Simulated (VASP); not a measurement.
# CuI (Marshite) (F-43m) in VASP: further runs, part 2 of 3

VASP 6.6.1.

## Step 3: Single point, PBEsol+U

Input file INCAR:

```
SYSTEM = CuI
PREC = Accurate ; ENCUT = 520
EDIFF = 1E-6 ; ISMEAR = -1
SIGMA = 0.05 ; LREAL = .FALSE.
LASPH = .TRUE. ; NELM = 150
ALGO = Normal ; ISIF = 2
LWAVE = .FALSE. ; LCHARG = .TRUE.
LMAXMIX = 4 ; LDAU = .TRUE.
LDAUTYPE = 2 ; LDAUL = -1 2
LDAUU = 0 3 ; LDAUJ = 0 0
LDAUPRINT = 1 ; GGA = PS
LELF = .TRUE. ; LVHAR = .TRUE.
NBANDS = 16
```

Input file KPOINTS:

```
regular mesh
0
G
  8 8 8
  0 0 0
```

Input file POSCAR:

```
CuI
1.0
    0.0000000000      3.0315000000      3.0315000000
    3.0315000000      0.0000000000      3.0315000000
    3.0315000000      3.0315000000      0.0000000000
I Cu
1 1
Direct
    0.0000000000      0.0000000000      0.0000000000
    0.7500000000      0.7500000000      0.7500000000
```

Potentials or basis: VASP PAW PBE potentials, release 64 (I, Cu).

Command:

```sh
$ cat potpaw_PBE.64/I/POTCAR potpaw_PBE.64/Cu/POTCAR > POTCAR
$ mpirun -np 1 vasp_std > vasp.out
```

OUTCAR:

```text
SYSTEM = CuI
   PREC = Accurate
   ENCUT = 520
   EDIFF = 1E-6
   ISMEAR = -1
   LREAL = .FALSE.
   LASPH = .TRUE.
   NELM = 150
   ISIF = 2
   GGA = PS

 ion  position               nearest neighbor table
   1  0.000  0.000  0.000-   2 2.63   2 2.63   2 2.63   2 2.63
   2  0.750  0.750  0.750-   1 2.63   1 2.63   1 2.63   1 2.63

  LATTYP: Found a face centered cubic cell.
 ALAT       =     6.0630000000

  Lattice vectors:

 A1 = (   0.0000000000,   3.0315000000,   3.0315000000)
 A2 = (   3.0315000000,   0.0000000000,   3.0315000000)
 A3 = (   3.0315000000,   3.0315000000,   0.0000000000)

Analysis of symmetry for initial positions (statically):
=====================================================================
 Subroutine PRICEL returns:
 Original cell was already a primitive cell.

 Routine SETGRP: Setting up the symmetry group for a
 face centered cubic supercell.

 Subroutine GETGRP returns: Found 24 space group operations
 (whereof 24 operations were pure point group operations)
 out of a pool of 48 trial point group operations.

The static configuration has the point symmetry T_d .

Analysis of symmetry for dynamics (positions and initial velocities):
=====================================================================
 Subroutine PRICEL returns:
 Original cell was already a primitive cell.
[... 172 lines left out ...]
  o =  0.9402  v =  0.0000  0.0000  0.0000  0.0000  0.0000  0.0000 -0.0000 -0.9990  0.0000 -0.0454      0.0000  0.0000  0.0000  0.0000  0.0000  0.0000  0.0000  0.0000  0.0000  0.0000
  o =  0.9402  v =  0.0000 -0.0000  0.0454 -0.0000 -0.9990  0.0000  0.0000  0.0000  0.0000  0.0000      0.0000  0.0000  0.0000  0.0000  0.0000  0.0000  0.0000  0.0000  0.0000  0.0000
  o =  0.9402  v =  0.0000  0.0000  0.0000  0.0000  0.0000  0.0000 -0.0000  0.0454 -0.0000 -0.9990      0.0000  0.0000  0.0000  0.0000  0.0000  0.0000  0.0000  0.0000  0.0000  0.0000
  o =  0.9468  v =  0.0000  0.9096 -0.0000  0.4156 -0.0000  0.0000  0.0000  0.0000  0.0000  0.0000      0.0000  0.0000  0.0000  0.0000  0.0000  0.0000  0.0000  0.0000  0.0000  0.0000
  o =  0.9468  v =  0.0000  0.0000  0.0000  0.0000  0.0000  0.0000  0.9096 -0.0000  0.4156 -0.0000      0.0000  0.0000  0.0000  0.0000  0.0000  0.0000  0.0000  0.0000  0.0000  0.0000
  o =  0.9468  v =  0.0000  0.0000  0.0000  0.0000  0.0000  0.0000  0.4156 -0.0000 -0.9096  0.0000      0.0000  0.0000  0.0000  0.0000  0.0000  0.0000  0.0000  0.0000  0.0000  0.0000
  o =  0.9468  v =  0.0000  0.0000  0.0000  0.0000  0.0000  1.0000  0.0000  0.0000  0.0000  0.0000      0.0000  0.0000  0.0000  0.0000  0.0000  0.0000  0.0000  0.0000  0.0000  0.0000
  o =  0.9468  v =  0.0000  0.4156 -0.0000 -0.9096  0.0000  0.0000  0.0000  0.0000  0.0000  0.0000      0.0000  0.0000  0.0000  0.0000  0.0000  0.0000  0.0000  0.0000  0.0000  0.0000
  o =  0.9468  v =  1.0000  0.0000  0.0000  0.0000  0.0000  0.0000  0.0000  0.0000  0.0000  0.0000      0.0000  0.0000  0.0000  0.0000  0.0000  0.0000  0.0000  0.0000  0.0000  0.0000

 number of electron      18.0000014 magnetization

 Free energy of the ion-electron system (eV)
  ---------------------------------------------------
  ext. energy  EPLUGINS =         0.00000000
  ---------------------------------------------------
  free energy    TOTEN  =        -5.44184455 eV

  energy without entropy =       -5.44184455  energy(sigma->0) =       -5.44184455

 E-fermi :   4.6818     XC(G=0):  -9.1058

 val. band max:        3.8988241284   @ k =   0.0000   0.0000   0.0000
 cond. band min:       5.3855156313   @ k =   0.0000   0.0000   0.0000
 fundamental gap:      1.4866915029
 Fermi energy:         4.6817795463

 k-point     1 :       0.0000    0.0000    0.0000
  band No.  band energies     occupation
      1      -9.7333      2.00000
      2       0.2670      2.00000
      3       0.2670      2.00000
      4       0.2670      2.00000
      5       1.7026      2.00000
      6       1.7026      2.00000
[... 433 lines left out ...]
      3      -0.0616      2.00000
      4       0.3682      2.00000
      5       1.6389      2.00000
      6       1.7132      2.00000
[... 8 lines left out ...]
     15      14.8959      0.00000
     16      15.5377      0.00000

 [... further k-points ...]
[... 5 lines left out ...]
  --------------------------------------------------------------------------------------
  -------------------------------------------------------------------------------------
  Total       -0.7496937     -0.7496937     -0.7496937     -0.0000000     -0.0000000     -0.0000000
  in kB      -21.5571702    -21.5571702    -21.5571702     -0.0000000     -0.0000000     -0.0000000
  external PRESSURE =     -21.5571702 kB  Pullay stress =       0.0000000 kB

 VOLUME and BASIS-vectors are now :
 -----------------------------------------------------------------------------
  energy-cutoff  :      520.00
  volume of cell :       55.72
      direct lattice vectors                 reciprocal lattice vectors
     0.000000000  3.031500000  3.031500000    -0.164934851  0.164934851  0.164934851
     3.031500000  0.000000000  3.031500000     0.164934851 -0.164934851  0.164934851
     3.031500000  3.031500000  0.000000000     0.164934851  0.164934851 -0.164934851

 POSITION                                       TOTAL-FORCE (eV/Angst)
 -----------------------------------------------------------------------------------
      0.00000      0.00000      0.00000         0.000000      0.000000     -0.000000
      4.54725      4.54725      4.54725         0.000000     -0.000000      0.000000
 -----------------------------------------------------------------------------------
    total drift:                               -0.000000     -0.000000     -0.000000

  FREE ENERGIE OF THE ION-ELECTRON SYSTEM (eV)
  ---------------------------------------------------
  free  energy   TOTEN  =        -5.4418445520 eV

  energy  without entropy=       -5.4418445471  energy(sigma->0) =       -5.44184455
```

It took 9.2 s on 1 thread of Intel Xeon 6975P-C (Granite Rapids), shared host; peak memory 0.18 GiB.

What came out:

```yaml
Free_energy: -5.4418 eV
Pressure: -2.2 GPa
Band_gap_on_the_k_mesh: 1.49 eV, direct
```

Eigenvalues of the final occupation matrices:
| site | spin | trace | eigenvalues |
| --- | --- | --- | --- |
| site 2 d | 1 | 4.72 | 0.94 0.94 0.95 0.95 0.95 |
| site 2 d | 2 | 4.72 | 0.94 0.94 0.95 0.95 0.95 |

Caveat: the PAW data sets were made with another functional, which shifts forces and pressure a little; spin-orbit coupling is left out, which moves the levels of the heavy elements.

## Step 4: Single point, PBEsol+U

Input file INCAR:

```
PREC = Accurate
ENCUT = 520
EDIFF = 1E-6
ISMEAR = -1
SIGMA = 0.05
LREAL = F
LASPH = T
NELM = 150
ALGO = Normal
ISIF = 2
LWAVE = F
LCHARG = T
LMAXMIX = 4
LDAU = T
LDAUTYPE = 2
LDAUL = -1 2
LDAUU = 0 4
LDAUJ = 0 0
LDAUPRINT = 1
GGA = PS
LELF = T
LVHAR = T
NBANDS = 16
```

Input file KPOINTS:

```
Automatic mesh
0
Gamma
  8 8 8
```

POSCAR is that of step 3.

Potentials or basis: VASP PAW PBE potentials, release 64 (I, Cu).

Command:

```sh
$ cat potpaw_PBE.64/I/POTCAR potpaw_PBE.64/Cu/POTCAR > POTCAR
$ mpirun -np 1 vasp_std > vasp.out
```

OUTCAR:

```text
PREC = Accurate
   ENCUT = 520
   EDIFF = 1E-6
   ISMEAR = -1
   LREAL = F
   LASPH = T
   NELM = 150
   ISIF = 2
   GGA = PS

 ion  position               nearest neighbor table
   1  0.000  0.000  0.000-   2 2.63   2 2.63   2 2.63   2 2.63
   2  0.750  0.750  0.750-   1 2.63   1 2.63   1 2.63   1 2.63

  LATTYP: Found a face centered cubic cell.
 ALAT       =     6.0630000000

  Lattice vectors:

 A1 = (   0.0000000000,   3.0315000000,   3.0315000000)
 A2 = (   3.0315000000,   0.0000000000,   3.0315000000)
 A3 = (   3.0315000000,   3.0315000000,   0.0000000000)

Analysis of symmetry for initial positions (statically):
=====================================================================
 Subroutine PRICEL returns:
 Original cell was already a primitive cell.

 Routine SETGRP: Setting up the symmetry group for a
 face centered cubic supercell.

 Subroutine GETGRP returns: Found 24 space group operations
 (whereof 24 operations were pure point group operations)
 out of a pool of 48 trial point group operations.

The static configuration has the point symmetry T_d .

Analysis of symmetry for dynamics (positions and initial velocities):
=====================================================================
 Subroutine PRICEL returns:
 Original cell was already a primitive cell.

 Routine SETGRP: Setting up the symmetry group for a
 face centered cubic supercell.

 Subroutine GETGRP returns: Found 24 space group operations
 (whereof 24 operations were pure point group operations)
 out of a pool of 48 trial point group operations.

The dynamic configuration has the point symmetry T_d .

 Subroutine INISYM returns: Found 24 space group operations
 (whereof 24 operations are pure point group operations),
 and found     1 'primitive' translations

----------------------------------------------------------------------------------------

                                     Primitive cell

  volume of cell :      55.7189

  direct lattice vectors                    reciprocal lattice vectors
     0.000000000  3.031500000  3.031500000    -0.164934851  0.164934851  0.164934851
     3.031500000  0.000000000  3.031500000     0.164934851 -0.164934851  0.164934851
     3.031500000  3.031500000  0.000000000     0.164934851  0.164934851 -0.164934851

  length of vectors
     4.287188414  4.287188414  4.287188414     0.285675541  0.285675541  0.285675541

  position of ions in fractional coordinates (direct lattice)
     0.000000000  0.000000000  0.000000000
     0.750000000  0.750000000  0.750000000

  ion indices of the primitive-cell ions
   primitive index   ion index
                 1           1
                 2           2

[... 78 lines left out ...]
   ISYM   =      2    0-nonsym 1-usesym 2-fastsym
   POTIM  = 0.5000    time-step for ionic-motion
   TEBEG  =    0.0;   TEEND  =   0.0 temperature during run
   PSTRESS=    0.0 pullay stress
   NELECT =      18.0000    total number of electrons
   NUPDOWN=      -1.0000    fix difference up-down
   EMIN   =  10.00;   EMAX   =-10.00  energy-range for DOS
   EFERMI =   0.00;   METHOD = LEGACY
   ISMEAR =    -1;   SIGMA  =   0.05  broadening in eV -4-tet -1-fermi 0-gaus
   EFERMI_NEDOS =   21; number of points for ismear=-14 and -15
   IALGO  =     38    algorithm
   IMIX   =      4    mixing-type and parameters
     AMIX     =   0.40;   BMIX     =  1.00
     AMIX_MAG =   1.60;   BMIX_MAG =  1.00
  volume/ion in A,a.u.               =      27.86       188.00
  Fermi-wavevector in a.u.,A,eV,Ry     =   1.123306  2.122741 17.168055  1.261816
  Thomas-Fermi vector in A             =   2.259971
   LORBIT       =      0    0 simple, 1 ext, 2 COOP (PROOUT), +10 PAW based schemes
 LDA+U is selected, type is set to LDAUTYPE =  2
   angular momentum for each species LDAUL =    -1    2
   U (eV)           for each species LDAUU =   0.0  4.0
   J (eV)           for each species LDAUJ =   0.0  0.0
   GGA     = PS    functional components
   LHFCALC =     F    Hartree Fock is set to
   AEXX    =    0.0000 exact exchange contribution
   IVDW    =     0    specifies the selected vdW correction
   LEPSILON=     F    determine dielectric tensor
   LRPA    =     F    only Hartree local field effects (RPA)
 non-spin polarized calculation
  energy-cutoff  :      520.00
  volume of cell :       55.72
 maximum number of plane-waves:      1524
   NGX = 15   NGY = 15   NGZ = 15

atom =   2  type =  2  l = 2

 onsite density matrix

spin component  1

  0.9498  0.0000 -0.0000  0.0000 -0.0000
  0.0000  0.9498  0.0000  0.0000  0.0000
 -0.0000  0.0000  0.9432  0.0000 -0.0000
  0.0000  0.0000  0.0000  0.9498 -0.0000
 -0.0000  0.0000 -0.0000 -0.0000  0.9432

spin component  2

  0.9498  0.0000 -0.0000  0.0000 -0.0000
  0.0000  0.9498  0.0000  0.0000  0.0000
 -0.0000  0.0000  0.9432  0.0000 -0.0000
  0.0000  0.0000  0.0000  0.9498 -0.0000
 -0.0000  0.0000 -0.0000 -0.0000  0.9432

 occupancies and eigenvectors

  o =  0.9432  v =  0.0000 -0.0000 -0.3409  0.0000 -0.9401  0.0000  0.0000  0.0000  0.0000  0.0000      0.0000  0.0000  0.0000  0.0000  0.0000  0.0000  0.0000  0.0000  0.0000  0.0000
  o =  0.9432  v =  0.0000  0.0000  0.0000  0.0000  0.0000  0.0000 -0.0000 -0.3409  0.0000 -0.9401      0.0000  0.0000  0.0000  0.0000  0.0000  0.0000  0.0000  0.0000  0.0000  0.0000
  o =  0.9432  v =  0.0000  0.0000 -0.9401 -0.0000  0.3409  0.0000  0.0000  0.0000  0.0000  0.0000      0.0000  0.0000  0.0000  0.0000  0.0000  0.0000  0.0000  0.0000  0.0000  0.0000
  o =  0.9432  v =  0.0000  0.0000  0.0000  0.0000  0.0000  0.0000  0.0000 -0.9401 -0.0000  0.3409      0.0000  0.0000  0.0000  0.0000  0.0000  0.0000  0.0000  0.0000  0.0000  0.0000
  o =  0.9498  v =  0.0000  0.0000  0.0000  0.0000  0.0000  0.0000 -0.6713 -0.0000 -0.7412 -0.0000      0.0000  0.0000  0.0000  0.0000  0.0000  0.0000  0.0000  0.0000  0.0000  0.0000
  o =  0.9498  v =  0.0000 -0.6713 -0.0000 -0.7412 -0.0000  0.0000  0.0000  0.0000  0.0000  0.0000      0.0000  0.0000  0.0000  0.0000  0.0000  0.0000  0.0000  0.0000  0.0000  0.0000
  o =  0.9498  v =  0.0000  0.0000  0.0000  0.0000  0.0000  1.0000  0.0000  0.0000  0.0000  0.0000      0.0000  0.0000  0.0000  0.0000  0.0000  0.0000  0.0000  0.0000  0.0000  0.0000
  o =  0.9498  v =  1.0000  0.0000  0.0000  0.0000  0.0000  0.0000  0.0000  0.0000  0.0000  0.0000      0.0000  0.0000  0.0000  0.0000  0.0000  0.0000  0.0000  0.0000  0.0000  0.0000
  o =  0.9498  v =  0.0000 -0.7412 -0.0000  0.6713  0.0000  0.0000  0.0000  0.0000  0.0000  0.0000      0.0000  0.0000  0.0000  0.0000  0.0000  0.0000  0.0000  0.0000  0.0000  0.0000
  o =  0.9498  v =  0.0000  0.0000  0.0000  0.0000  0.0000  0.0000 -0.7412 -0.0000  0.6713  0.0000      0.0000  0.0000  0.0000  0.0000  0.0000  0.0000  0.0000  0.0000  0.0000  0.0000

 number of electron      18.0000015 magnetization

 Free energy of the ion-electron system (eV)
  ---------------------------------------------------
  ext. energy  EPLUGINS =         0.00000000
  ---------------------------------------------------
  free energy    TOTEN  =        -5.18491237 eV

  energy without entropy =       -5.18491237  energy(sigma->0) =       -5.18491237

 E-fermi :   4.6294     XC(G=0):  -9.0951

 val. band max:        3.7741376875   @ k =   0.0000   0.0000   0.0000
 cond. band min:       5.4085648193   @ k =   0.0000   0.0000   0.0000
 fundamental gap:      1.6344271318
 Fermi energy:         4.6293874187

 k-point     1 :       0.0000    0.0000    0.0000
  band No.  band energies     occupation
      1      -9.7293      2.00000
      2       0.1112      2.00000
      3       0.1112      2.00000
      4       0.1112      2.00000
      5       1.4397      2.00000
      6       1.4397      2.00000
[... 433 lines left out ...]
      3      -0.1396      2.00000
      4       0.2509      2.00000
      5       1.3767      2.00000
      6       1.4503      2.00000
[... 8 lines left out ...]
     15      14.8826      0.00000
     16      15.5394      0.00000

 [... further k-points ...]
[... 5 lines left out ...]
  --------------------------------------------------------------------------------------
  -------------------------------------------------------------------------------------
  Total       -0.6349688     -0.6349688     -0.6349688     -0.0000000      0.0000000      0.0000000
  in kB      -18.2582967    -18.2582967    -18.2582967     -0.0000000      0.0000000      0.0000000
  external PRESSURE =     -18.2582967 kB  Pullay stress =       0.0000000 kB

 VOLUME and BASIS-vectors are now :
 -----------------------------------------------------------------------------
  energy-cutoff  :      520.00
  volume of cell :       55.72
      direct lattice vectors                 reciprocal lattice vectors
     0.000000000  3.031500000  3.031500000    -0.164934851  0.164934851  0.164934851
     3.031500000  0.000000000  3.031500000     0.164934851 -0.164934851  0.164934851
     3.031500000  3.031500000  0.000000000     0.164934851  0.164934851 -0.164934851

 POSITION                                       TOTAL-FORCE (eV/Angst)
 -----------------------------------------------------------------------------------
      0.00000      0.00000      0.00000         0.000000      0.000000      0.000000
      4.54725      4.54725      4.54725        -0.000000     -0.000000     -0.000000
 -----------------------------------------------------------------------------------
    total drift:                                0.000000      0.000000      0.000000

  FREE ENERGIE OF THE ION-ELECTRON SYSTEM (eV)
  ---------------------------------------------------
  free  energy   TOTEN  =        -5.1849123666 eV

  energy  without entropy=       -5.1849123654  energy(sigma->0) =       -5.18491237
```

OSZICAR:

```text
N       E                     dE             d eps       ncg     rms          rms(c)
DAV:   1     0.979018261709E+02    0.97902E+02   -0.75614E+03   928   0.120E+03
DAV:   2     0.142767718818E+01   -0.96474E+02   -0.88468E+02  1008   0.236E+02
DAV:   3    -0.509203003815E+01   -0.65197E+01   -0.64384E+01  1232   0.658E+01
DAV:   4    -0.525413002067E+01   -0.16210E+00   -0.16204E+00  1112   0.100E+01
DAV:   5    -0.526171922515E+01   -0.75892E-02   -0.75890E-02  1448   0.231E+00    0.418E+00
DAV:   6    -0.521052561143E+01    0.51194E-01   -0.61473E-01  1072   0.248E+01    0.243E+00
DAV:   7    -0.518770743026E+01    0.22818E-01   -0.14142E-01  1072   0.128E+01    0.152E+00
DAV:   8    -0.518480756763E+01    0.28999E-02   -0.13067E-02  1504   0.159E+00    0.172E-01
DAV:   9    -0.518479379483E+01    0.13773E-04   -0.55999E-04  1424   0.539E-01    0.113E-01
DAV:  10    -0.518490999649E+01   -0.11620E-03   -0.19538E-04  1184   0.235E-01    0.295E-02
DAV:  11    -0.518491176726E+01   -0.17708E-05   -0.13379E-05  1232   0.248E-02    0.309E-02
DAV:  12    -0.518491236658E+01   -0.59931E-06   -0.82232E-07   848   0.831E-03
   1 F= -.51849124E+01 E0= -.51849124E+01  d E =-.121942E-08
```

stdout:

```text
POSCAR found type information on POSCAR I Cu
 POSCAR found :  2 types and       2 ions
 scaLAPACK will be used
 -----------------------------------------------------------------------------
|                                                                             |
|                                                                             |
|     You enforced a specific xc type in the INCAR file but a different       |
|     I HOPE YOU KNOW WHAT YOU ARE DOING!                                     |
|                                                                             |
 -----------------------------------------------------------------------------

 LDA part: xc-table for (Slater+PW92), standard interpolation
 POSCAR, INCAR and KPOINTS ok, starting setup
 FFT: planning ... GRIDC
 FFT: planning ... GRID_SOFT
 FFT: planning ... GRID
 WAVECAR not read
 entering main loop
```

Wall time 8.5 s (1 thread of Intel Xeon 6975P-C (Granite Rapids), shared host); peak memory 0.18 GiB.

Results:

- Free energy: -5.1849 eV
- Pressure: -1.8 GPa
- Band gap on the k mesh: 1.63 eV, direct

Eigenvalues of the final occupation matrices:
```tsv
site	spin	trace	eigenvalues
site 2 d	1	4.74	0.94 0.94 0.95 0.95 0.95
site 2 d	2	4.74	0.94 0.94 0.95 0.95 0.95
```

Caveat: the PAW data sets were made with another functional, which shifts forces and pressure a little; spin-orbit coupling is left out, which moves the levels of the heavy elements.

(Continued in part 3 of 3.)
